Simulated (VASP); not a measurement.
# SnO2 (P4_2/mnm) in VASP: notebook

SnO2 is run at these levels: r2SCAN; tasks: single point.

Everything below comes from runs of VASP 6.6.1. Logs are shortened: lines on timing, memory, paths and dates and some standing lists are left out, and cuts for length are marked.

**1. The cell of the first run**

It takes space group P4_2/mnm (No. 136, tetragonal). The conventional cell has a = 4.663 Å, b = 4.663 Å, c = 3.135 Å, α = 90.00°, β = 90.00°, γ = 90.00°. Sn (site symmetry mmm) has 6 O at 2.02 Å within 2.7 Å. Within 2.7 Å of O (site symmetry m2m) lie 3 Sn at 2.02 Å and 1 O at 2.56 Å.

**2. Single point, r2SCAN (volume changed by -6%)**

Input file POSCAR:

```
SnO2
1.0
    4.6633918332      0.0000000000      0.0000000000
    0.0000000000      4.6633918332      0.0000000000
    0.0000000000      0.0000000000      3.1347542351
Sn O
2 4
Direct
    0.0000000000      0.0000000000      0.0000000000
    0.5000000000      0.5000000000      0.5000000000
    0.3058781130      0.3058781130      0.0000000000
    0.1941218870      0.8058781130      0.5000000000
    0.8058781130      0.1941218870      0.5000000000
    0.6941218870      0.6941218870      0.0000000000
```

Input file INCAR.step1:

```
  ALGO = Normal
  EDIFF = 1E-4
  ENCUT = 520
  GGA = PE
  ISMEAR = 0
  LASPH = True
  LCHARG = False
  LREAL = False
  LWAVE = True
  NBANDS = 35
  NELM = 80
  PREC = Accurate
  SIGMA = 0.01
```

Input file INCAR.step2:

```
  ALGO = Normal
  EDIFF = 1E-6
  ENCUT = 520
  ISIF = 2
  ISMEAR = 0
  ISTART = 1
  LASPH = True
  LCHARG = False
  LMIXTAU = True
  LREAL = False
  LWAVE = False
  METAGGA = R2SCAN
  NBANDS = 35
  NELM = 80
  PREC = Accurate
  SIGMA = 0.01
```

Input file KPOINTS:

```
k-points
0
Gamma
  4 4 6
```

Potentials or basis: VASP PAW PBE potentials, release 64 (Sn_d, O).

Run with:

```console
$ cat potpaw_PBE.64/Sn_d/POTCAR potpaw_PBE.64/O/POTCAR > POTCAR
$ cp INCAR.step1 INCAR
$ mpirun -np 1 vasp_std > vasp.out
$ cp INCAR.step2 INCAR
$ mpirun -np 1 vasp_std > vasp.out
```

OUTCAR:

```text
EDIFF = 1E-6
   ENCUT = 520
   ISIF = 2
   ISMEAR = 0
   ISTART = 1
   LASPH = True
   LREAL = False
   METAGGA = R2SCAN
   NELM = 80
   PREC = Accurate

 ion  position               nearest neighbor table
   1  0.000  0.000  0.000-   3 2.02   6 2.02   5 2.02   4 2.02   4 2.02   5 2.02   2 3.65   2 3.65
                             2 3.65   2 3.65   2 3.65   2 3.65   2 3.65   2 3.65
   2  0.500  0.500  0.500-   4 2.02   5 2.02   3 2.02   6 2.02   3 2.02   6 2.02   1 3.65   1 3.65
                             1 3.65   1 3.65   1 3.65   1 3.65   1 3.65   1 3.65
   3  0.306  0.306  0.000-   1 2.02   2 2.02   2 2.02
   4  0.194  0.806  0.500-   2 2.02   1 2.02   1 2.02
   5  0.806  0.194  0.500-   2 2.02   1 2.02   1 2.02
   6  0.694  0.694  0.000-   1 2.02   2 2.02   2 2.02

  LATTYP: Found a simple tetragonal cell.
 ALAT       =     4.6633918332
 C/A-ratio  =     0.6722047701

  Lattice vectors:

 A1 = (   4.6633918332,   0.0000000000,   0.0000000000)
 A2 = (   0.0000000000,   4.6633918332,   0.0000000000)
 A3 = (   0.0000000000,   0.0000000000,   3.1347542351)

Analysis of symmetry for initial positions (statically):
=====================================================================
 Subroutine PRICEL returns:
 Original cell was already a primitive cell.

 Routine SETGRP: Setting up the symmetry group for a
 simple tetragonal supercell.

 Subroutine GETGRP returns: Found 16 space group operations
 (whereof  8 operations were pure point group operations)
 out of a pool of 16 trial point group operations.

The static configuration has the point symmetry D_2h.
 The point group associated with its full space group is D_4h.

Analysis of symmetry for dynamics (positions and initial velocities):
=====================================================================
 Subroutine PRICEL returns:
 Original cell was already a primitive cell.

 Routine SETGRP: Setting up the symmetry group for a
 simple tetragonal supercell.

 Subroutine GETGRP returns: Found 16 space group operations
 (whereof  8 operations were pure point group operations)
 out of a pool of 16 trial point group operations.

The dynamic configuration has the point symmetry D_2h.
 The point group associated with its full space group is D_4h.

 Subroutine INISYM returns: Found 16 space group operations
 (whereof  8 operations are pure point group operations),
 and found     1 'primitive' translations

[... 103 lines left out ...]
   EDIFFG = 0.1E-04   stopping-criterion for IOM
   NSW    =      0    number of steps for IOM
   IBRION =     -1    ionic relax: 0-MD 1-quasi-New 2-CG
   NFREE  =      0    steps in history (QN), initial steepest desc. (CG)
   ISIF   =      2    stress and relaxation
   ISYM   =      2    0-nonsym 1-usesym 2-fastsym
   POTIM  = 0.5000    time-step for ionic-motion
   TEBEG  =    0.0;   TEEND  =   0.0 temperature during run
   PSTRESS=    0.0 pullay stress
   NELECT =      52.0000    total number of electrons
   NUPDOWN=      -1.0000    fix difference up-down
   EMIN   =  10.00;   EMAX   =-10.00  energy-range for DOS
   EFERMI =   0.00;   METHOD = LEGACY
   ISMEAR =     0;   SIGMA  =   0.01  broadening in eV -4-tet -1-fermi 0-gaus
   EFERMI_NEDOS =   21; number of points for ismear=-14 and -15
   IALGO  =     38    algorithm
   IMIX   =      4    mixing-type and parameters
     AMIX     =   0.40;   BMIX     =  1.00
     AMIX_MAG =   1.60;   BMIX_MAG =  1.00
  volume/ion in A,a.u.               =      11.36        76.67
  Fermi-wavevector in a.u.,A,eV,Ry     =   1.495800  2.826652 30.441912  2.237417
  Thomas-Fermi vector in A             =   2.607898
   LORBIT       =      0    0 simple, 1 ext, 2 COOP (PROOUT), +10 PAW based schemes
   METAGGA = R2SCAN    functional components
   LHFCALC =     F    Hartree Fock is set to
   AEXX    =    0.0000 exact exchange contribution
   IVDW    =     0    specifies the selected vdW correction
   LEPSILON=     F    determine dielectric tensor
   LRPA    =     F    only Hartree local field effects (RPA)
 non-spin polarized calculation
 Gauss-broadening in eV      SIGMA  =   0.01
  energy-cutoff  :      520.00
  volume of cell :       68.17
 maximum number of plane-waves:      1856
 NGX is ok and might be reduce to    36
   NGX = 17   NGY = 17   NGZ = 11

 number of electron      51.9999982 magnetization

 Free energy of the ion-electron system (eV)
  ---------------------------------------------------
  ext. energy  EPLUGINS =         0.00000000
  ---------------------------------------------------
  free energy    TOTEN  =       -84.38839194 eV

  energy without entropy =      -84.38839194  energy(sigma->0) =      -84.38839194

 E-fermi :   6.3832     XC(G=0): -12.3271

 val. band max:        6.2904025821   @ k =   0.0000   0.0000   0.0000
 cond. band min:       8.8616192427   @ k =   0.0000   0.0000   0.0000
 fundamental gap:      2.5712166607
 Fermi energy:         6.3831573960

 k-point     1 :       0.0000    0.0000    0.0000
  band No.  band energies     occupation
      1     -15.5835      2.00000
      2     -14.6024      2.00000
      3     -14.0705      2.00000
      4     -14.0704      2.00000
      5     -14.0704      2.00000
      6     -14.0387      2.00000
[... 901 lines left out ...]
     34      19.0707      0.00000
     35      20.6742      0.00000

------------------------ aborting loop because EDIFF is reached ----------------------------------------

  FORCE on cell =-STRESS in cart. coord.  units (eV):
  Direction    XX          YY          ZZ          XY          YZ          ZX
  --------------------------------------------------------------------------------------
  -------------------------------------------------------------------------------------
  Total        6.4784096      6.4784096      8.6023902      0.0000000      0.0000000      0.0000000
  in kB      152.2550389    152.2550389    202.1726515      0.0000000      0.0000000      0.0000000
  external PRESSURE =     168.8942431 kB  Pullay stress =       0.0000000 kB

 VOLUME and BASIS-vectors are now :
 -----------------------------------------------------------------------------
  energy-cutoff  :      520.00
  volume of cell :       68.17
      direct lattice vectors                 reciprocal lattice vectors
     4.663391833  0.000000000  0.000000000     0.214436195  0.000000000  0.000000000
     0.000000000  4.663391833  0.000000000     0.000000000  0.214436195  0.000000000
     0.000000000  0.000000000  3.134754235     0.000000000  0.000000000  0.319004274

 POSITION                                       TOTAL-FORCE (eV/Angst)
 -----------------------------------------------------------------------------------
      0.00000      0.00000      0.00000         0.000000      0.000000      0.000000
      2.33170      2.33170      1.56738         0.000000      0.000000      0.000000
      1.42643      1.42643      0.00000        -0.189646     -0.189646      0.000000
      0.90527      3.75813      1.56738         0.189646     -0.189646      0.000000
      3.75813      0.90527      1.56738        -0.189646      0.189646      0.000000
      3.23696      3.23696      0.00000         0.189646      0.189646      0.000000
 -----------------------------------------------------------------------------------
    total drift:                                0.000000      0.000000      0.000000

  FREE ENERGIE OF THE ION-ELECTRON SYSTEM (eV)
  ---------------------------------------------------
  free  energy   TOTEN  =       -84.3883919389 eV

  energy  without entropy=      -84.3883919389  energy(sigma->0) =      -84.38839194
```

OUTCAR.step1:

```text
EDIFF = 1E-4
   ENCUT = 520
   GGA = PE
   ISMEAR = 0
[... 1151 lines left out ...]
      1.42643      1.42643      0.00000        -0.200271     -0.200271     -0.000000
      0.90527      3.75813      1.56738         0.200271     -0.200271     -0.000000
      3.75813      0.90527      1.56738        -0.200271      0.200271      0.000000
      3.23696      3.23696      0.00000         0.200271      0.200271      0.000000
 -----------------------------------------------------------------------------------
    total drift:                                0.000000      0.000000      0.000000

  FREE ENERGIE OF THE ION-ELECTRON SYSTEM (eV)
  ---------------------------------------------------
  free  energy   TOTEN  =       -36.7908666719 eV

  energy  without entropy=      -36.7908666719  energy(sigma->0) =      -36.79086667
```

OSZICAR.step1:

```text
N       E                     dE             d eps       ncg     rms          rms(c)
DAV:   1     0.636615383071E+03    0.63662E+03   -0.25555E+04  1866   0.235E+03
DAV:   2     0.572810849870E+02   -0.57933E+03   -0.54715E+03  1800   0.612E+02
DAV:   3    -0.383097651053E+02   -0.95591E+02   -0.94118E+02  1838   0.209E+02
DAV:   4    -0.430595623710E+02   -0.47498E+01   -0.47150E+01  2105   0.500E+01
DAV:   5    -0.431808084757E+02   -0.12125E+00   -0.12107E+00  2148   0.833E+00    0.167E+01
DAV:   6    -0.366923050224E+02    0.64885E+01   -0.17633E+01  2630   0.635E+01    0.659E+00
DAV:   7    -0.368170404110E+02   -0.12474E+00   -0.21241E+00  1913   0.815E+00    0.332E+00
DAV:   8    -0.367964202264E+02    0.20620E-01   -0.15288E-01  2378   0.476E+00    0.786E-01
DAV:   9    -0.367901521255E+02    0.62681E-02   -0.33988E-02  2743   0.322E+00    0.139E-01
DAV:  10    -0.367907336711E+02   -0.58155E-03   -0.39825E-03  1978   0.424E-01    0.762E-02
DAV:  11    -0.367908687506E+02   -0.13508E-03   -0.25073E-04  1836   0.128E-01    0.145E-02
DAV:  12    -0.367908666719E+02    0.20787E-05   -0.27074E-05  1102   0.541E-02
   1 F= -.36790867E+02 E0= -.36790867E+02  d E =-.116939E-45
```

Wall time 3.3 min (1 thread of AMD EPYC 7R13 (Zen 3), shared host); peak memory 0.17 GiB.

What came out:

| Property | Result |
| --- | --- |
| Free energy | -84.3884 eV |
| Pressure | 16.9 GPa |
| Largest force | 0.268 eV/Å |
| Band gap on the k mesh | 2.57 eV, direct |

Forces on the atoms (eV/Å):
```
Sn   0.000  0.000  0.000
Sn   0.000  0.000  0.000
O   -0.190 -0.190  0.000
O    0.190 -0.190  0.000
O   -0.190  0.190  0.000
O    0.190  0.190  0.000
```

Caveat: the PAW data sets were made with another functional, which shifts forces and pressure a little; spin-orbit coupling is left out, which moves the levels of the heavy elements.

**3. Single point, r2SCAN (volume changed by -3%)**

Changes to POSCAR since step 2:

```diff
@@ -2,5 +2,5 @@
 1.0
-    4.6633918332      0.0000000000      0.0000000000
-    0.0000000000      4.6633918332      0.0000000000
-    0.0000000000      0.0000000000      3.1347542351
+    4.7124837759      0.0000000000      0.0000000000
+    0.0000000000      4.7124837759      0.0000000000
+    0.0000000000      0.0000000000      3.1677540731
 Sn O
```

Input file INCAR.step1:

```
SYSTEM = SnO2
PREC = Accurate ; ENCUT = 520
ISMEAR = 0 ; SIGMA = 0.01
LREAL = .False. ; LASPH = .True.
NELM = 80 ; NBANDS = 35
GGA = PE ; ALGO = Normal
EDIFF = 1E-4 ; LWAVE = .True.
LCHARG = .False.
```

Input file INCAR.step2:

```
SYSTEM = SnO2
PREC = Accurate ; ENCUT = 520
EDIFF = 1E-7 ; ISMEAR = 0
SIGMA = 0.01 ; LREAL = .False.
LASPH = .True. ; NELM = 80
ALGO = Normal ; ISIF = 2
LWAVE = .False. ; LCHARG = .False.
METAGGA = R2SCAN ; LMIXTAU = .True.
NBANDS = 35 ; ISTART = 1
```

Input file KPOINTS:

```
regular mesh
0
Gamma
  4 4 6
  0 0 0
```

Potentials or basis: VASP PAW PBE potentials, release 64 (Sn_d, O).

Run with:

```console
$ cat potpaw_PBE.64/Sn_d/POTCAR potpaw_PBE.64/O/POTCAR > POTCAR
$ cp INCAR.step1 INCAR
$ mpirun -np 1 vasp_std > vasp.out
$ cp INCAR.step2 INCAR
$ mpirun -np 1 vasp_std > vasp.out
```

Wall time 3.6 min (1 thread of AMD EPYC 7R13 (Zen 3), shared host); peak memory 0.17 GiB.

The run converged. Its results:

```
Free energy            : -84.5622 eV
Pressure               : 8.3 GPa
Largest force          : 0.139 eV/Å
Band gap on the k mesh : 2.17 eV, direct
```

Forces on the atoms (eV/Å):
```
Sn   0.000  0.000  0.000
Sn   0.000  0.000  0.000
O   -0.098 -0.098  0.000
O    0.098 -0.098  0.000
O   -0.098  0.098  0.000
O    0.098  0.098  0.000
```

Stress tensor (GPa, compression positive):
```
 7.44  0.00  0.00
 0.00  7.44  0.00
 0.00  0.00 10.05
```

Levels at points of the mesh, in eV from the valence-band top:
```tsv
k point	band 24	band 25	band 26	band 27	band 28	band 29
(0.00, 0.00, 0.00)	-0.81	-0.81	0.00	2.17	7.12	7.24
(0.50, 0.00, 0.00)	-1.16	-0.64	-0.64	5.36	5.36	8.00
(0.50, 0.50, 0.00)	-1.28	-0.95	-0.95	5.81	5.81	8.46
(0.00, 0.00, 0.50)	-1.75	-1.31	-1.31	7.27	7.27	10.76
(0.50, 0.00, 0.50)	-1.16	-0.66	-0.66	7.55	7.55	9.12
(0.50, 0.50, 0.50)	-0.99	-0.89	-0.89	5.86	5.86	9.81
```

Caveat: the PAW data sets were made with another functional, which shifts forces and pressure a little; spin-orbit coupling is left out, which moves the levels of the heavy elements.
